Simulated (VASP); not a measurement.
# AlAu (Pm-3m) in VASP: a series of runs

AlAu is run at these levels: PBEsol; tasks: single point, relaxation of cell and atoms.

All numbers are computed with VASP 6.6.1; they aren't measurements. Logs are shortened: lines on timing, memory, paths and dates and some standing lists are left out, and cuts for length are marked.

**1. The cell of the first run**

It takes space group Pm-3m (No. 221, cubic). Conventional cell: a = 3.178 Å, b = 3.178 Å, c = 3.178 Å, α = 90.00°, β = 90.00°, γ = 90.00°. Al (site symmetry m-3m) has 8 Au at 2.75 Å and 6 Al at 3.18 Å within 3.6 Å. Within 3.6 Å of Au (site symmetry m-3m) lie 8 Al at 2.75 Å and 6 Au at 3.18 Å.

**2. Single point, PBEsol**

Input file INCAR:

```
SYSTEM = AlAu
ALGO     = Normal         ! electronic algorithm
EDIFF    = 1E-6           ! SCF threshold, eV
ENCUT    = 520            ! plane-wave cutoff, eV
GGA      = PS             ! functional
ISIF     = 2              ! what is computed and relaxed
ISMEAR   = 1              ! smearing method
LASPH    = .True.         ! aspherical terms in the spheres
LCHARG   = .True.         ! write CHGCAR
LELF     = .True.         ! ELF
LREAL    = .False.        ! projectors in reciprocal space
LVHAR    = .True.       
LWAVE    = .False.        ! write WAVECAR
NBANDS   = 14             ! bands
NELM     = 100            ! most SCF steps
PREC     = Accurate       ! precision mode
SIGMA    = 0.1            ! smearing width, eV
```

Input file KPOINTS:

```
k-points
0
Gamma
  13 13 13
  0 0 0
```

Input file POSCAR:

```
AlAu
1.0
    3.1780453588      0.0000000000      0.0000000000
    0.0000000000      3.1780453588      0.0000000000
    0.0000000000      0.0000000000      3.1780453588
Al Au
1 1
Direct
    0.0000000000      0.0000000000      0.0000000000
    0.5000000000      0.5000000000      0.5000000000
```

Potentials or basis: VASP PAW PBE potentials, release 64 (Al, Au).

Run with:

```sh
$ cat potpaw_PBE.64/Al/POTCAR potpaw_PBE.64/Au/POTCAR > POTCAR
$ mpirun -np 1 vasp_std > vasp.out
```

OUTCAR:

```text
SYSTEM = AlAu
   EDIFF = 1E-6
   ENCUT = 520
   GGA = PS
   ISIF = 2
   ISMEAR = 1
   LASPH = .True.
   LREAL = .False.
   NELM = 100
   PREC = Accurate

 ion  position               nearest neighbor table
   1  0.000  0.000  0.000-   2 2.75   2 2.75   2 2.75   2 2.75   2 2.75   2 2.75   2 2.75   2 2.75

   2  0.500  0.500  0.500-   1 2.75   1 2.75   1 2.75   1 2.75   1 2.75   1 2.75   1 2.75   1 2.75

  LATTYP: Found a simple cubic cell.
 ALAT       =     3.1780453588

  Lattice vectors:

 A1 = (   3.1780453588,   0.0000000000,   0.0000000000)
 A2 = (   0.0000000000,   3.1780453588,   0.0000000000)
 A3 = (   0.0000000000,   0.0000000000,   3.1780453588)

Analysis of symmetry for initial positions (statically):
=====================================================================
 Subroutine PRICEL returns:
 Original cell was already a primitive cell.

 Routine SETGRP: Setting up the symmetry group for a
 simple cubic supercell.

 Subroutine GETGRP returns: Found 48 space group operations
 (whereof 48 operations were pure point group operations)
 out of a pool of 48 trial point group operations.

The static configuration has the point symmetry O_h .

Analysis of symmetry for dynamics (positions and initial velocities):
=====================================================================
 Subroutine PRICEL returns:
 Original cell was already a primitive cell.

 Routine SETGRP: Setting up the symmetry group for a
 simple cubic supercell.

 Subroutine GETGRP returns: Found 48 space group operations
 (whereof 48 operations were pure point group operations)
 out of a pool of 48 trial point group operations.

The dynamic configuration has the point symmetry O_h .

 Subroutine INISYM returns: Found 48 space group operations
 (whereof 48 operations are pure point group operations),
 and found     1 'primitive' translations

----------------------------------------------------------------------------------------

                                     Primitive cell

  volume of cell :      32.0982

  direct lattice vectors                    reciprocal lattice vectors
     3.178045359  0.000000000  0.000000000     0.314658819  0.000000000  0.000000000
     0.000000000  3.178045359  0.000000000     0.000000000  0.314658819  0.000000000
     0.000000000  0.000000000  3.178045359     0.000000000  0.000000000  0.314658819

  length of vectors
     3.178045359  3.178045359  3.178045359     0.314658819  0.314658819  0.314658819

  position of ions in fractional coordinates (direct lattice)
     0.000000000  0.000000000  0.000000000
     0.500000000  0.500000000  0.500000000

  ion indices of the primitive-cell ions
[... 83 lines left out ...]
   POTIM  = 0.5000    time-step for ionic-motion
   TEBEG  =    0.0;   TEEND  =   0.0 temperature during run
   PSTRESS=    0.0 pullay stress
   NELECT =      14.0000    total number of electrons
   NUPDOWN=      -1.0000    fix difference up-down
   EMIN   =  10.00;   EMAX   =-10.00  energy-range for DOS
   EFERMI =   0.00;   METHOD = LEGACY
   ISMEAR =     1;   SIGMA  =   0.10  broadening in eV -4-tet -1-fermi 0-gaus
   EFERMI_NEDOS =   21; number of points for ismear=-14 and -15
   IALGO  =     38    algorithm
   IMIX   =      4    mixing-type and parameters
     AMIX     =   0.40;   BMIX     =  1.00
     AMIX_MAG =   1.60;   BMIX_MAG =  1.00
  volume/ion in A,a.u.               =      16.05       108.30
  Fermi-wavevector in a.u.,A,eV,Ry     =   1.241531  2.346153 20.971995  1.541398
  Thomas-Fermi vector in A             =   2.375924
   LORBIT       =      0    0 simple, 1 ext, 2 COOP (PROOUT), +10 PAW based schemes
   GGA     = PS    functional components
   LHFCALC =     F    Hartree Fock is set to
   AEXX    =    0.0000 exact exchange contribution
   IVDW    =     0    specifies the selected vdW correction
   LEPSILON=     F    determine dielectric tensor
   LRPA    =     F    only Hartree local field effects (RPA)
 non-spin polarized calculation
 Methfessel and Paxton  Order N= 1 SIGMA  =   0.10
  energy-cutoff  :      520.00
  volume of cell :       32.10
 maximum number of plane-waves:       886
 NGX is ok and might be reduce to    24
   NGX = 11   NGY = 11   NGZ = 11

 number of electron      14.0000003 magnetization

 Free energy of the ion-electron system (eV)
  ---------------------------------------------------
  ext. energy  EPLUGINS =         0.00000000
  ---------------------------------------------------
  free energy    TOTEN  =        -8.59096593 eV

  energy without entropy =       -8.59187428  energy(sigma->0) =       -8.59126871

 E-fermi :  10.1043     XC(G=0): -11.8115

 val. band max:       10.0920225442   @ k =   0.3077   0.3077   0.0000
 cond. band min:      10.1615676431   @ k =   0.3077   0.3077   0.0769
 fundamental gap:      0.0695450990
 Fermi energy:        10.1043084442

 k-point     1 :       0.0000    0.0000    0.0000
  band No.  band energies     occupation
      1      -1.6613      2.00000
      2       3.1860      2.00000
      3       3.1860      2.00000
      4       5.2275      2.00000
      5       5.2275      2.00000
      6       5.2275      2.00000
      7      12.9291      0.00000
      8      12.9291      0.00000
      9      12.9291      0.00000
     10      17.2012      0.00000
     11      17.5748      0.00000
     12      17.5748      0.00000
     13      26.8403      0.00000
     14      26.8403      0.00000
[... 377 lines left out ...]
      1       1.5837      2.00000
      2       2.9040      2.00000
      3       4.4158      2.00000
      4       4.5228      2.00000
      5       4.7326      2.00000
      6       4.8946      2.00000
      7       7.8928      2.00000
      8      10.4859     -0.00000
      9      13.6802      0.00000
     10      17.3420      0.00000
     11      18.8715      0.00000
     12      20.5433      0.00000
     13      22.0990      0.00000
     14      23.9933      0.00000

 [... further k-points ...]
[... 5 lines left out ...]
  --------------------------------------------------------------------------------------
  -------------------------------------------------------------------------------------
  Total       -0.0330185     -0.0330185     -0.0330185      0.0000000     -0.0000000     -0.0000000
  in kB       -1.6481156     -1.6481156     -1.6481156      0.0000000     -0.0000000     -0.0000000
  external PRESSURE =      -1.6481156 kB  Pullay stress =       0.0000000 kB

 VOLUME and BASIS-vectors are now :
 -----------------------------------------------------------------------------
  energy-cutoff  :      520.00
  volume of cell :       32.10
      direct lattice vectors                 reciprocal lattice vectors
     3.178045359  0.000000000  0.000000000     0.314658819  0.000000000  0.000000000
     0.000000000  3.178045359  0.000000000     0.000000000  0.314658819  0.000000000
     0.000000000  0.000000000  3.178045359     0.000000000  0.000000000  0.314658819

 POSITION                                       TOTAL-FORCE (eV/Angst)
 -----------------------------------------------------------------------------------
      0.00000      0.00000      0.00000         0.000000      0.000000      0.000000
      1.58902      1.58902      1.58902         0.000000      0.000000      0.000000
 -----------------------------------------------------------------------------------
    total drift:                                0.000000     -0.000000     -0.000000

  FREE ENERGIE OF THE ION-ELECTRON SYSTEM (eV)
  ---------------------------------------------------
  free  energy   TOTEN  =        -8.5909659303 eV

  energy  without entropy=       -8.5918742824  energy(sigma->0) =       -8.59126871
```

stdout:

```text
POSCAR found type information on POSCAR AlAu
 POSCAR found :  2 types and       2 ions
 scaLAPACK will be used
 -----------------------------------------------------------------------------
|                                                                             |
|                                                                             |
|     You enforced a specific xc type in the INCAR file but a different       |
|     I HOPE YOU KNOW WHAT YOU ARE DOING!                                     |
|                                                                             |
 -----------------------------------------------------------------------------

 LDA part: xc-table for (Slater+PW92), standard interpolation
 POSCAR, INCAR and KPOINTS ok, starting setup
 FFT: planning ... GRIDC
 FFT: planning ... GRID_SOFT
 FFT: planning ... GRID
 WAVECAR not read
 entering main loop
```

Wall time 21 s (1 thread of Intel Xeon Platinum 8259CL at 2.50GHz (Skylake/Cascade Lake), shared host); peak memory 0.16 GiB.

Results:

```yaml
Free_energy: -8.5910 eV
Pressure: -0.2 GPa
Band_gap_on_the_k_mesh: zero (band 7 reaches 12.93 eV, above the bottom of band 8 at 9.07 eV)
```

Caveat: the PAW data sets were made with another functional, which shifts forces and pressure a little; spin-orbit coupling is left out, which moves the levels of the heavy elements.

**3. Relaxation of cell and atoms, PBEsol**

This run uses another cell than the first one, of 16.75 Å³/atom, 1.044 times its volume.

Input file INCAR:

```
PREC = Accurate
ENCUT = 600
EDIFF = 1E-6
ISMEAR = 1
SIGMA = 0.1
LREAL = False
LASPH = True
NELM = 60
ALGO = Normal
ISIF = 3
LWAVE = False
LCHARG = False
GGA = PS
IBRION = 2
NSW = 80
EDIFFG = -0.02
```

Input file KPOINTS:

```
Automatic mesh
0
Gamma
  13 13 13
```

Input file POSCAR:

```
AlAu
1.0
    3.2239420000      0.0000000000      0.0000000000
    0.0000000000      3.2239420000      0.0000000000
    0.0000000000      0.0000000000      3.2239420000
Al Au
1 1
Direct
    0.0000000000      0.0000000000      0.0000000000
    0.5000000000      0.5000000000      0.5000000000
```

Potentials or basis: VASP PAW PBE potentials, release 64 (Al, Au).

Run with:

```sh
$ cat potpaw_PBE.64/Al/POTCAR potpaw_PBE.64/Au/POTCAR > POTCAR
$ mpirun -np 1 vasp_std > vasp.out
```

Run time: 66 s. Hardware: 1 thread of Intel Xeon Platinum 8259CL at 2.50GHz (Skylake/Cascade Lake), shared host; peak memory 0.19 GiB.

It converged, with:

| Item | Value |
| --- | --- |
| Free energy | -8.5910 eV |
| Relaxed volume | 16.03 Å³/atom |
| Relaxed cell | a = 3.177 Å, b = 3.177 Å, c = 3.177 Å, α = 90.00°, β = 90.00°, γ = 90.00° |
| Space group after relaxing (to 0.05 Å) | Pm-3m (No. 221) |
| Energy gained by relaxing | 11.7 meV/atom |
| Ionic steps | 3 |
| Pressure after relaxing | 0.0 GPa |
| Band gap on the k mesh | zero (band 7 reaches 12.94 eV, above the bottom of band 8 at 9.09 eV) |

The path:
```csv
step,energy change (eV),largest force (eV/Å),pressure (GPa),volume (Å³)
1,0.0000,0.0000,-4.95,33.51
2,-0.0104,0.0000,4.25,31.06
3,-0.0234,0.0000,0.00,32.07
```

Final structure:
```
CELL_PARAMETERS angstrom
3.17704 0.00000 0.00000
0.00000 3.17704 0.00000
0.00000 0.00000 3.17704
ATOMIC_POSITIONS crystal
Al 0.00000 0.00000 0.00000
Au 0.50000 0.50000 0.50000
```

Levels at points of the mesh, in eV from the Fermi level:
| k point | band 3 | band 4 | band 5 | band 6 | band 7 | band 8 | band 9 | band 10 | band 11 |
| --- | --- | --- | --- | --- | --- | --- | --- | --- | --- |
| (0.00, 0.00, 0.00) | -6.93 | -4.88 | -4.88 | -4.88 | 2.82 | 2.82 | 2.82 | 7.11 | 7.47 |

Caveat: the PAW data sets were made with another functional, which shifts forces and pressure a little; spin-orbit coupling is left out, which moves the levels of the heavy elements.
